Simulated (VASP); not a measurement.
Sb:

```
Sb
1.0
     5.35559    0.00000    0.00000
    -2.67780    4.63808    0.00000
     0.00000    0.00000    3.28298
Sb
3
Direct
  0.00000 0.00000 0.00000
  0.33333 0.66667 0.50000
  0.66667 0.33333 0.50000
```

- Program: VASP 6.6.1
- Task: relaxation of cell and atoms
- Functional: revPBE
- Potentials or basis: VASP PAW PBE potentials, release 64 (Sb)
- Cutoff: 600 eV
- k mesh: 7 × 7 × 10
- Occupations: fermi-dirac, width 0.1 eV
- Spin: no spin polarisation

At the start: pressure 1.8 GPa; volume 27.18 Å³/atom.

**Question.** Where does the relaxation end?

**Answer.** Over 7 steps the energy falls by 6.9 meV/atom and the volume is 27.99 Å³/atom (+3.0 %); space group P6/mmm (No. 191, to 0.05 Å).

The path:
```csv
step,energy change (eV),largest force (eV/Å),pressure (GPa),volume (Å³)
1,0.0000,0.0000,1.78,81.55
2,-0.0152,0.0000,-0.73,85.15
3,-0.0167,0.0000,-0.18,84.28
4,-0.0197,0.0000,-0.12,84.20
5,-0.0207,0.0000,-0.07,84.12
6,-0.0208,0.0000,-0.06,84.11
7,-0.0208,0.0000,0.03,83.97
```

Final structure:
```cif
data_structure
_symmetry_space_group_name_H-M 'P 1'
_symmetry_Int_Tables_number 1
_cell_length_a 5.4579
_cell_length_b 5.4579
_cell_length_c 3.2551
_cell_angle_alpha 90.000
_cell_angle_beta 90.000
_cell_angle_gamma 120.000
_cell_volume 83.97
loop_
_atom_site_label
_atom_site_type_symbol
_atom_site_fract_x
_atom_site_fract_y
_atom_site_fract_z
_atom_site_occupancy
Sb1 Sb 0.00000 0.00000 0.00000 1
Sb2 Sb 0.33333 0.66667 0.50000 1
Sb3 Sb 0.66667 0.33333 0.50000 1
```

Caveat: the PAW data sets were made with another functional, which shifts forces and pressure a little.
